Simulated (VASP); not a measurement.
Write the native input for VASP 6.6.1 that does the following.

| Quantity | Value |
| --- | --- |
| Task | single point |
| Functional | PBE |
| Potentials or basis | VASP PAW PBE potentials, release 64 (Ge_d, B, C) |
| Cutoff | 520 eV |
| k mesh | 4 × 4 × 4 |
| Occupations | gaussian, width 0.1 eV |
| Spin | no spin polarisation |
| Dipole correction | no |
| Further INCAR settings | ALGO = Normal; EDIFF = 1e-06; NBANDS = 25 |

The structure of GeB2C3 lies in POSCAR:

```
GeB2C3
1.0
    4.2768620600      0.0000000000      0.0000000000
    0.0000000000      4.4838358300      0.0000000000
    0.0000000000      0.0000000000      4.6363678700
Ge B C
1 2 3
Direct
    0.5000000000      0.0000000000      0.0000000000
    0.5000000000      0.5000000000      0.8782499300
    0.5000000000      0.5000000000      0.1217500700
    0.5000000000      0.5000000000      0.3248448500
    0.5000000000      0.5000000000      0.6751551500
    0.0000000000      0.0000000000      0.0000000000
```

One way to write it, as run:

INCAR

```
  PREC = Accurate
  ENCUT = 520
  EDIFF = 1E-6
  ISMEAR = 0
  SIGMA = 0.1
  LREAL = False
  LASPH = True
  NELM = 80
  ALGO = Normal
  ISIF = 2
  LWAVE = False
  LCHARG = False
  GGA = PE
  NBANDS = 25
```

KPOINTS

```
regular mesh
0
Gamma
  4 4 4
```

Potentials or basis: VASP PAW PBE potentials, release 64 (Ge_d, B, C).

Command:

```bash
$ cat potpaw_PBE.64/Ge_d/POTCAR potpaw_PBE.64/B/POTCAR potpaw_PBE.64/C/POTCAR > POTCAR
$ mpirun -np 1 vasp_std > vasp.out
```

Results of the run:

The pressure is 95.6 GPa, the largest force is 79.705 eV/Å and the band gap on the k mesh is zero (band 16 reaches 0.97 eV, above the bottom of band 17 at -0.52 eV).

Caveat: the k points lie up to 0.37 Å⁻¹ apart; forces of over 1 eV/Å act on the atoms, so gaps and moduli don't describe the material at rest.

Run time: 46 s on 1 thread of Intel(R) Xeon(R) Platinum 8488C (Sapphire Rapids), with other jobs on the host, peak memory 0.22 GiB.
